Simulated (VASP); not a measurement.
# Si (I4_1/amd) in VASP: settings compared

Si is run at these levels: PBEsol, LDA; tasks: single point.

All numbers are computed with VASP 6.6.1; they aren't measurements. Logs are shortened: lines on timing, memory, paths and dates and some standing lists are left out, and cuts for length are marked.

## (1) The cell of the first run

The structure is tetragonal, space group I4_1/amd (No. 141). Conventional cell: a = 4.711 Å, b = 4.711 Å, c = 2.641 Å, α = 90.00°, β = 90.00°, γ = 90.00°. Within 3.2 Å of Si (site symmetry -4m2) lie 10 Si at 2.45 to 3.08 Å.

## (2) Single point, PBEsol (volume scaled by 0.98)

File INCAR:

```
SYSTEM = Si
PREC = Accurate
ENCUT = 520
EDIFF = 1E-6
ISMEAR = -1
SIGMA = 0.05
LREAL = .FALSE.
LASPH = .TRUE.
NELM = 100
ALGO = Normal
ISIF = 2
LWAVE = .FALSE.
LCHARG = .FALSE.
GGA = PS
NBANDS = 11
```

File KPOINTS:

```
regular mesh
0
G
  11 11 11
  0 0 0
```

File POSCAR:

```
Si
1.0
   -2.3554565746      2.3554565746      1.3203438769
    2.3554565746     -2.3554565746      1.3203438769
    2.3554565746      2.3554565746     -1.3203438769
Si
2
Direct
    0.5000000000      0.5000000000      0.0000000000
    0.2500000000      0.7500000000      0.5000000000
```

Potentials or basis: VASP PAW PBE potentials, release 64 (Si).

Command:

```sh
> cat potpaw_PBE.64/Si/POTCAR > POTCAR
> mpirun -np 1 vasp_std > vasp.out
```

OUTCAR:

```text
SYSTEM = Si
   PREC = Accurate
   ENCUT = 520
   EDIFF = 1E-6
   ISMEAR = -1
   LREAL = .FALSE.
   LASPH = .TRUE.
   NELM = 100
   ISIF = 2
   GGA = PS

 ion  position               nearest neighbor table
   1  0.500  0.500  0.000-   2 2.45   2 2.45   2 2.45   2 2.45   2 3.08   2 3.08   2 3.08   2 3.08

   2  0.250  0.750  0.500-   1 2.45   1 2.45   1 2.45   1 2.45   1 3.08   1 3.08   1 3.08   1 3.08

  LATTYP: Found a body centered tetragonal cell.
 ALAT       =     4.7109131492
 C/A-ratio  =     0.5605468983

  Lattice vectors:

 A1 = (  -2.3554565746,   2.3554565746,   1.3203438769)
 A2 = (   2.3554565746,  -2.3554565746,   1.3203438769)
 A3 = (   2.3554565746,   2.3554565746,  -1.3203438769)

Analysis of symmetry for initial positions (statically):
=====================================================================
 Subroutine PRICEL returns:
 Original cell was already a primitive cell.

 Routine SETGRP: Setting up the symmetry group for a
 body centered tetragonal supercell.

 Subroutine GETGRP returns: Found 16 space group operations
 (whereof  8 operations were pure point group operations)
 out of a pool of 16 trial point group operations.

The static configuration has the point symmetry D_2d.
 The point group associated with its full space group is D_4h.

Analysis of symmetry for dynamics (positions and initial velocities):
=====================================================================
 Subroutine PRICEL returns:
 Original cell was already a primitive cell.

 Routine SETGRP: Setting up the symmetry group for a
 body centered tetragonal supercell.

 Subroutine GETGRP returns: Found 16 space group operations
 (whereof  8 operations were pure point group operations)
 out of a pool of 16 trial point group operations.

The dynamic configuration has the point symmetry D_2d.
 The point group associated with its full space group is D_4h.

 Subroutine INISYM returns: Found 16 space group operations
 (whereof  8 operations are pure point group operations),
 and found     1 'primitive' translations

----------------------------------------------------------------------------------------

                                     Primitive cell

  volume of cell :      29.3020

  direct lattice vectors                    reciprocal lattice vectors
    -2.355456575  2.355456575  1.320343877     0.000000000  0.212273071  0.378689225
     2.355456575 -2.355456575  1.320343877     0.212273071  0.000000000  0.378689225
     2.355456575  2.355456575 -1.320343877     0.212273071  0.212273071  0.000000000

  length of vectors
     3.583247033  3.583247033  3.583247033     0.434126002  0.434126002  0.300199456

  position of ions in fractional coordinates (direct lattice)
     0.500000000  0.500000000  0.000000000
     0.250000000  0.750000000  0.500000000

  ion indices of the primitive-cell ions
   primitive index   ion index
                 1           1
                 2           2

----------------------------------------------------------------------------------------

 KPOINTS: regular mesh

Automatic generation of k-mesh.
 Grid dimensions read from file:
 generate k-points for:   11   11   11

 Generating k-lattice:

  Cartesian coordinates                     Fractional coordinates (reciprocal lattice)
     0.000000000  0.019297552  0.034426293     0.090909091  0.000000000 -0.000000000
     0.019297552  0.000000000  0.034426293     0.000000000  0.090909091 -0.000000000
     0.019297552  0.019297552  0.000000000     0.000000000  0.000000000  0.090909091

  Length of vectors
     0.039466000  0.039466000  0.027290860

  Shift w.r.t. Gamma in fractional coordinates (k-lattice)
     0.000000000  0.000000000  0.000000000

 Subroutine IBZKPT returns following result:
 ===========================================

 Found    126 irreducible k-points:

 Following reciprocal coordinates:
            Coordinates               Weight
  0.000000  0.000000  0.000000      1.000000
  0.090909 -0.000000  0.000000      8.000000
  0.181818  0.000000  0.000000      8.000000
  0.272727  0.000000  0.000000      8.000000
  0.363636 -0.000000  0.000000      8.000000
  0.454545 -0.000000  0.000000      8.000000
[... 16 lines left out ...]
 -0.272727  0.181818  0.000000     16.000000
 -0.181818  0.181818  0.000000      4.000000
 [... further k-points ...]
   k-points           NKPTS =    126   k-points in BZ     NKDIM =    126   number of bands    NBANDS=     11
   number of dos      NEDOS =    301   number of ions     NIONS =      2
   total plane-waves  NPLWV =  21952
   dimension x,y,z NGX =    28 NGY =   28 NGZ =   28
   dimension x,y,z NGXF=    56 NGYF=   56 NGZF=   56
   ions per type =               2
   NGX,Y,Z   is equivalent  to a cutoff of  12.99, 12.99, 12.99 a.u.
   NGXF,Y,Z  is equivalent  to a cutoff of  25.98, 25.98, 25.98 a.u.
 SYSTEM =  Si
   PREC   = accura    normal or accurate (medium, high low for compatibility)
   ISTART =      0    job   : 0-new  1-cont  2-samecut
   ICHARG =      2    charge: 1-file 2-atom 10-const
   ISPIN  =      1    spin polarized calculation?
   LNONCOLLINEAR =      F non collinear calculations
   LSORBIT =      F    spin-orbit coupling
   LASPH  =      T    aspherical Exc in radial PAW
   ENCUT  =  520.0 eV  38.22 Ry    6.18 a.u.   6.66  6.66  6.66*2*pi/ulx,y,z
   NELM   =    100;   NELMIN=  2; NELMDL= -5     # of ELM steps
   EDIFF  = 0.1E-05   stopping-criterion for ELM
   LREAL  =      F    real-space projection
   EDIFFG = 0.1E-04   stopping-criterion for IOM
   NSW    =      0    number of steps for IOM
   IBRION =     -1    ionic relax: 0-MD 1-quasi-New 2-CG
   NFREE  =      0    steps in history (QN), initial steepest desc. (CG)
   ISIF   =      2    stress and relaxation
   ISYM   =      2    0-nonsym 1-usesym 2-fastsym
   POTIM  = 0.5000    time-step for ionic-motion
   TEBEG  =    0.0;   TEEND  =   0.0 temperature during run
   PSTRESS=    0.0 pullay stress
   NELECT =       8.0000    total number of electrons
   NUPDOWN=      -1.0000    fix difference up-down
   EMIN   =  10.00;   EMAX   =-10.00  energy-range for DOS
   EFERMI =   0.00;   METHOD = LEGACY
   ISMEAR =    -1;   SIGMA  =   0.05  broadening in eV -4-tet -1-fermi 0-gaus
   EFERMI_NEDOS =   21; number of points for ismear=-14 and -15
   IALGO  =     38    algorithm
   IMIX   =      4    mixing-type and parameters
     AMIX     =   0.40;   BMIX     =  1.00
     AMIX_MAG =   1.60;   BMIX_MAG =  1.00
  volume/ion in A,a.u.               =      14.65        98.87
  Fermi-wavevector in a.u.,A,eV,Ry     =   1.062036  2.006956 15.346278  1.127920
  Thomas-Fermi vector in A             =   2.197472
   LORBIT       =      0    0 simple, 1 ext, 2 COOP (PROOUT), +10 PAW based schemes
   GGA     = PS    functional components
   LHFCALC =     F    Hartree Fock is set to
   AEXX    =    0.0000 exact exchange contribution
   IVDW    =     0    specifies the selected vdW correction
   LEPSILON=     F    determine dielectric tensor
   LRPA    =     F    only Hartree local field effects (RPA)
 non-spin polarized calculation
  energy-cutoff  :      520.00
  volume of cell :       29.30
 maximum number of plane-waves:       803
   NGX = 13   NGY = 13   NGZ = 13

 number of electron       8.0000000 magnetization

 Free energy of the ion-electron system (eV)
  ---------------------------------------------------
  ext. energy  EPLUGINS =         0.00000000
  ---------------------------------------------------
  free energy    TOTEN  =       -11.10318984 eV

  energy without entropy =      -11.09650444  energy(sigma->0) =      -11.09984714

 E-fermi :   9.6145     XC(G=0): -11.1299

 val. band max:        9.5855044337   @ k =   0.3636   0.3636   0.0000
 cond. band min:       9.6158760134   @ k =  -0.1818  -0.1818   0.0909
 fundamental gap:      0.0303715797
 Fermi energy:         9.6144633802

 k-point     1 :       0.0000    0.0000    0.0000
  band No.  band energies     occupation
      1      -4.4815      2.00000
      2       7.1278      2.00000
      3       7.1278      2.00000
      4       7.9524      2.00000
      5      11.0155      0.00000
      6      17.2394      0.00000
      7      18.9147      0.00000
      8      18.9147      0.00000
      9      18.9249      0.00000
     10      19.9235      0.00000
     11      20.4588      0.00000

 k-point     2 :       0.0909   -0.0000    0.0000
  band No.  band energies     occupation
      1      -4.2570      2.00000
      2       6.5644      2.00000
      3       7.0120      2.00000
      4       8.8902      2.00000
      5      11.5394      0.00000
      6      15.9752      0.00000
      7      16.5884      0.00000
      8      18.2849      0.00000
      9      18.3668      0.00000
     10      19.4513      0.00000
     11      21.3081      0.00000

 k-point     3 :       0.1818    0.0000    0.0000
  band No.  band energies     occupation
      1      -3.5855      2.00000
      2       6.1034      2.00000
      3       6.8624      2.00000
      4      10.3056      0.00000
      5      12.8541      0.00000
      6      13.2461      0.00000
      7      14.0912      0.00000
      8      16.4485      0.00000
      9      16.7753      0.00000
     10      18.0324      0.00000
     11      21.0406      0.00000

 k-point     4 :       0.2727    0.0000    0.0000
  band No.  band energies     occupation
      1      -2.4730      2.00000
      2       6.0130      2.00000
      3       6.9146      2.00000
      4       9.2615      1.99828
      5      11.8235      0.00000
      6      13.1014      0.00000
      7      13.5004      0.00000
      8      15.5671      0.00000
      9      15.5707      0.00000
     10      16.9110      0.00000
     11      21.7853      0.00000
[... 239 lines left out ...]
 k-point    22 :      -0.3636    0.1818    0.0000
  band No.  band energies     occupation
      1      -2.7345      2.00000
      2       2.9569      2.00000
      3       7.3473      2.00000
      4      10.9667      0.00000
      5      12.3419      0.00000
      6      12.9580      0.00000
      7      14.4843      0.00000
      8      17.0690      0.00000
      9      17.2379      0.00000
     10      19.4986      0.00000
     11      21.1234      0.00000

 k-point    23 :      -0.2727    0.1818    0.0000
  band No.  band energies     occupation
      1      -3.6156      2.00000
      2       3.2297      2.00000
      3       7.4563      2.00000
      4      10.4473      0.00000
      5      13.4730      0.00000
      6      14.8228      0.00000
      7      15.5727      0.00000
      8      16.8569      0.00000
      9      17.3684      0.00000
     10      20.9953      0.00000
     11      21.7069      0.00000

 k-point    24 :      -0.1818    0.1818    0.0000
  band No.  band energies     occupation
      1      -4.0531      2.00000
      2       3.9131      2.00000
      3       7.5128      2.00000
      4       9.5788      1.34214
      5      13.6575      0.00000
      6      14.6631      0.00000
      7      16.9310      0.00000
      8      18.4848      0.00000
      9      19.0421      0.00000
     10      19.8116      0.00000
     11      21.3044      0.00000

 [... further k-points ...]
[... 5 lines left out ...]
  --------------------------------------------------------------------------------------
  -------------------------------------------------------------------------------------
  Total        0.7675968      0.7675968      0.3083667      0.0000000      0.0000000      0.0000000
  in kB       41.9707284     41.9707284     16.8609027      0.0000000      0.0000000      0.0000000
  external PRESSURE =      33.6007865 kB  Pullay stress =       0.0000000 kB

 VOLUME and BASIS-vectors are now :
 -----------------------------------------------------------------------------
  energy-cutoff  :      520.00
  volume of cell :       29.30
      direct lattice vectors                 reciprocal lattice vectors
    -2.355456575  2.355456575  1.320343877     0.000000000  0.212273071  0.378689225
     2.355456575 -2.355456575  1.320343877     0.212273071  0.000000000  0.378689225
     2.355456575  2.355456575 -1.320343877     0.212273071  0.212273071  0.000000000

 POSITION                                       TOTAL-FORCE (eV/Angst)
 -----------------------------------------------------------------------------------
      0.00000      0.00000      1.32034         0.000000     -0.000000     -0.000000
      2.35546      0.00000      0.66017        -0.000000      0.000000      0.000000
 -----------------------------------------------------------------------------------
    total drift:                                0.000000      0.000000      0.000000

  FREE ENERGIE OF THE ION-ELECTRON SYSTEM (eV)
  ---------------------------------------------------
  free  energy   TOTEN  =       -11.1031898428 eV

  energy  without entropy=      -11.0965044442  energy(sigma->0) =      -11.09984714
```

It took 40 s on 1 thread of Intel Xeon Platinum 8175M at 2.50GHz (Skylake/Cascade Lake), shared host; peak memory 0.16 GiB.

What came out:

| Item | Value |
| --- | --- |
| Free energy | -11.1032 eV |
| Pressure | 3.4 GPa |
| Band gap on the k mesh | zero (band 4 reaches 11.99 eV, above the bottom of band 5 at 5.87 eV) |

Stress tensor (GPa, compression positive):
```
4.20 0.00 0.00
0.00 4.20 0.00
0.00 0.00 1.69
```

Caveat: the cell differs from its parent crystal (volume scaled by 0.98); the PAW data sets were made with another functional, which shifts forces and pressure a little.

## (3) Single point, LDA

This run uses another cell than the first one, of 14.95 Å³/atom, 1.020 times its volume.

File INCAR:

```
SYSTEM = Si
ALGO = Normal
EDIFF = 1E-6
ENCUT = 520
GGA = CA
ISIF = 2
ISMEAR = -1
LASPH = .TRUE.
LCHARG = .FALSE.
LREAL = .FALSE.
LWAVE = .FALSE.
NBANDS = 11
NELM = 60
PREC = Accurate
SIGMA = 0.05
```

File KPOINTS:

```
k-points
0
G
  11 11 11
  0 0 0
```

File POSCAR:

```
Si
1.0
   -2.3713723045      2.3713723045      1.3292653899
    2.3713723045     -2.3713723045      1.3292653899
    2.3713723045      2.3713723045     -1.3292653899
Si
2
Direct
    0.5000000000      0.5000000000      0.0000000000
    0.2500000000      0.7500000000      0.5000000000
```

Potentials or basis: VASP PAW LDA potentials, release 64 (Si).

Command:

```sh
> cat potpaw_LDA.64/Si/POTCAR > POTCAR
> mpirun -np 1 vasp_std > vasp.out
```

OUTCAR:

```text
SYSTEM = Si
   EDIFF = 1E-6
   ENCUT = 520
   GGA = CA
   ISIF = 2
   ISMEAR = -1
   LASPH = .TRUE.
   LREAL = .FALSE.
   NELM = 60
   PREC = Accurate

 ion  position               nearest neighbor table
   1  0.500  0.500  0.000-   2 2.46   2 2.46   2 2.46   2 2.46   2 3.10   2 3.10   2 3.10   2 3.10

   2  0.250  0.750  0.500-   1 2.46   1 2.46   1 2.46   1 2.46   1 3.10   1 3.10   1 3.10   1 3.10

  LATTYP: Found a body centered tetragonal cell.
 ALAT       =     4.7427446090
 C/A-ratio  =     0.5605468983

  Lattice vectors:

 A1 = (  -2.3713723045,   2.3713723045,   1.3292653899)
 A2 = (   2.3713723045,  -2.3713723045,   1.3292653899)
 A3 = (   2.3713723045,   2.3713723045,  -1.3292653899)

Analysis of symmetry for initial positions (statically):
=====================================================================
 Subroutine PRICEL returns:
 Original cell was already a primitive cell.

 Routine SETGRP: Setting up the symmetry group for a
 body centered tetragonal supercell.

 Subroutine GETGRP returns: Found 16 space group operations
 (whereof  8 operations were pure point group operations)
 out of a pool of 16 trial point group operations.

The static configuration has the point symmetry D_2d.
[... 168 lines left out ...]

 k-point     1 :       0.0000    0.0000    0.0000
  band No.  band energies     occupation
      1      -4.5012      2.00000
      2       6.9320      2.00000
      3       6.9320      2.00000
      4       7.5731      2.00000
      5      10.9459      0.00000
      6      16.8586      0.00000
      7      18.3535      0.00000
      8      18.3917      0.00000
      9      18.3917      0.00000
     10      19.6190      0.00000
     11      19.9792      0.00000
[... 309 lines left out ...]
 k-point    24 :      -0.1818    0.1818    0.0000
  band No.  band energies     occupation
      1      -4.0803      2.00000
      2       3.7364      2.00000
      3       7.3107      2.00000
      4       9.2928      1.59602
      5      13.4611      0.00000
      6      14.3282      0.00000
      7      16.5364      0.00000
      8      17.9594      0.00000
      9      18.5255      0.00000
     10      19.4467      0.00000
     11      20.8903      0.00000

 [... further k-points ...]
[... 5 lines left out ...]
  --------------------------------------------------------------------------------------
  -------------------------------------------------------------------------------------
  Total       -0.0652158     -0.0652158     -0.3081079      0.0000000      0.0000000      0.0000000
  in kB       -3.4945583     -3.4945583    -16.5098180      0.0000000      0.0000000      0.0000000
  external PRESSURE =      -7.8329782 kB  Pullay stress =       0.0000000 kB

 VOLUME and BASIS-vectors are now :
 -----------------------------------------------------------------------------
  energy-cutoff  :      520.00
  volume of cell :       29.90
      direct lattice vectors                 reciprocal lattice vectors
    -2.371372304  2.371372304  1.329265390     0.000000000  0.210848376  0.376147610
     2.371372304 -2.371372304  1.329265390     0.210848376  0.000000000  0.376147610
     2.371372304  2.371372304 -1.329265390     0.210848376  0.210848376  0.000000000

 POSITION                                       TOTAL-FORCE (eV/Angst)
 -----------------------------------------------------------------------------------
      0.00000      0.00000      1.32927         0.000000     -0.000000     -0.000000
      2.37137     -0.00000      0.66463        -0.000000      0.000000      0.000000
 -----------------------------------------------------------------------------------
    total drift:                                0.000000      0.000000      0.000000

  FREE ENERGIE OF THE ION-ELECTRON SYSTEM (eV)
  ---------------------------------------------------
  free  energy   TOTEN  =       -11.4919645869 eV

  energy  without entropy=      -11.4851249510  energy(sigma->0) =      -11.48854477
```

OSZICAR:

```text
N       E                     dE             d eps       ncg     rms          rms(c)
DAV:   1     0.491591126546E+01    0.49159E+01   -0.34378E+03  2772   0.612E+02
DAV:   2    -0.110719285852E+02   -0.15988E+02   -0.15408E+02  3603   0.859E+01
DAV:   3    -0.115270173975E+02   -0.45509E+00   -0.45163E+00  3623   0.120E+01
DAV:   4    -0.115291665817E+02   -0.21492E-02   -0.21487E-02  3355   0.103E+00
DAV:   5    -0.115291770867E+02   -0.10505E-04   -0.10505E-04  3507   0.657E-02    0.438E+00
DAV:   6    -0.115057634493E+02    0.23414E-01   -0.51724E-03  3242   0.329E-01    0.253E+00
DAV:   7    -0.114920489755E+02    0.13714E-01   -0.10878E-02  3087   0.496E-01    0.190E-01
DAV:   8    -0.114919775439E+02    0.71432E-04   -0.79965E-04  3290   0.157E-01    0.419E-02
DAV:   9    -0.114919645919E+02    0.12952E-04   -0.24063E-05  3449   0.274E-02    0.275E-02
DAV:  10    -0.114919645869E+02    0.50717E-08   -0.15450E-06  2783   0.761E-03
   1 F= -.11491965E+02 E0= -.11488545E+02  d E =-.683964E-02
```

It took 41 s on 1 thread of Intel Xeon Platinum 8175M at 2.50GHz (Skylake/Cascade Lake), shared host; peak memory 0.15 GiB.

Results:

```
Free energy            : -11.4920 eV
Pressure               : -0.8 GPa
Band gap on the k mesh : zero (band 4 reaches 11.71 eV, above the bottom of band 5 at 5.73 eV)
```

[end of part 1 of 2]
